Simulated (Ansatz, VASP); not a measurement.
## Ag, level by level in two programs

```
Ag
1.0
     0.00000    2.08281    2.08281
     2.08281    0.00000    2.08281
     2.08281    2.08281    0.00000
Ag
1
Direct
  0.00000 0.00000 0.00000
```

Single points on this cell with VASP 6.6.1 and Ansatz 0.2.0. Each row is one pair of runs. Alike in all rows: spin: off; k mesh: 11 × 11 × 11; smearing: fermi-dirac, width 0.05 eV.

```csv
level,"VASP's potentials, cutoff","Ansatz's potentials, cutoff","gap on the k mesh at the Fermi level (eV), VASP","gap on the k mesh at the Fermi level (eV), Ansatz","pressure (GPa), VASP","pressure (GPa), Ansatz"
PBE exchange alone,"VASP PAW PBE potentials, release 64 (Ag), 520 eV","Ansatz PAW, 420 eV",none,none,15.4,15.6
r2SCAN,"VASP PAW PBE potentials, release 64 (Ag), 520 eV","Ansatz PAW, 500 eV",none,none,-4.0,-4.1
LDA,"VASP PAW LDA potentials, release 64 (Ag), 520 eV","Ansatz PAW, 420 eV",none,none,-11.9,-12.1
PBE+D3(BJ),"VASP PAW PBE potentials, release 64 (Ag), 520 eV","Ansatz PAW, 420 eV",?,none,?,-6.3
revPBE,"VASP PAW PBE potentials, release 64 (Ag), 520 eV","Ansatz PAW, 420 eV",none,none,1.4,1.5
BLYP+D3(BJ),"VASP PAW PBE potentials, release 64 (Ag), 520 eV","Ansatz PAW, 420 eV",none,none,-5.9,-6.1
r2SCAN+D4,"VASP PAW PBE potentials, release 64 (Ag), 520 eV","Ansatz PAW, 500 eV",none,none,-5.5,-5.6
LDA,"VASP PAW LDA potentials, release 64 (Ag), 520 eV","JTH PAW LDA, 1380 eV",none,none,-11.9,-12.0
```

Question: Fill in what VASP gave in row 4.

Answer: gap on the k mesh at the Fermi level (eV): none; pressure (GPa): -6.4.

VASP's potentials hold 11 valence electrons a cell and Ansatz's 19 in some rows, so a difference there can come from the potentials and not from the codes.

A gap of «none» marks a metal or a gap that the smearing closes.
